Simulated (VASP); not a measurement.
Here is a VASP 6.6.1 calculation.

File INCAR:

```
SYSTEM = Ga4SbAs3
  PREC = Accurate
  ENCUT = 600
  EDIFF = 1E-7
  ISMEAR = 0
  SIGMA = 0.1
  LREAL = .FALSE.
  LASPH = .TRUE.
  NELM = 100
  ALGO = Normal
  ISIF = 3
  LWAVE = .FALSE.
  LCHARG = .FALSE.
  GGA = PS
  IBRION = 2
  NSW = 100
  EDIFFG = -0.05
```

KPOINTS

```
Automatic mesh
0
G
  4 4 4
  0 0 0
```

File POSCAR:

```
Ga4SbAs3
1.0
    5.7697750000      0.0000000000      0.0000000000
    0.0000000000     -5.7697750000      0.0000000000
    0.0000000000      0.0000000000     -5.7697750000
Ga Sb As
4 1 3
Direct
    0.0000000000      0.5000000000      0.5000000000
    0.5000000000      0.0000000000      0.5000000000
    0.5000000000      0.5000000000      0.0000000000
    0.0000000000      0.0000000000      0.0000000000
    0.2500000000      0.2500000000      0.2500000000
    0.7500000000      0.7500000000      0.2500000000
    0.7500000000      0.2500000000      0.7500000000
    0.2500000000      0.7500000000      0.7500000000
```

Potentials or basis: VASP PAW PBE potentials, release 64 (Ga_d, Sb, As).

Run with:

```console
$ cat potpaw_PBE.64/Ga_d/POTCAR potpaw_PBE.64/Sb/POTCAR potpaw_PBE.64/As/POTCAR > POTCAR
$ mpirun -np 1 vasp_std > vasp.out
```

Task: Predict the band gap on the k mesh.

Result: Zero (filled and empty bands touch).

Task: Predict the relaxed volume.

Result: 24.04 Å³/atom.

Step by step:
```csv
step,energy change (eV),largest force (eV/Å),pressure (GPa),volume (Å³)
1,0.0000,1.2628,0.76,192.08
2,-0.1894,0.3151,-0.60,195.27
3,-0.1987,0.0744,-0.89,196.20
4,-0.2075,0.0225,0.28,192.36
```

Caveat: semilocal functionals underestimate gaps, so a narrow gap can read as zero; the PAW data sets were made with another functional, which shifts forces and pressure a little; spin-orbit coupling is left out, which moves the levels of the heavy elements.
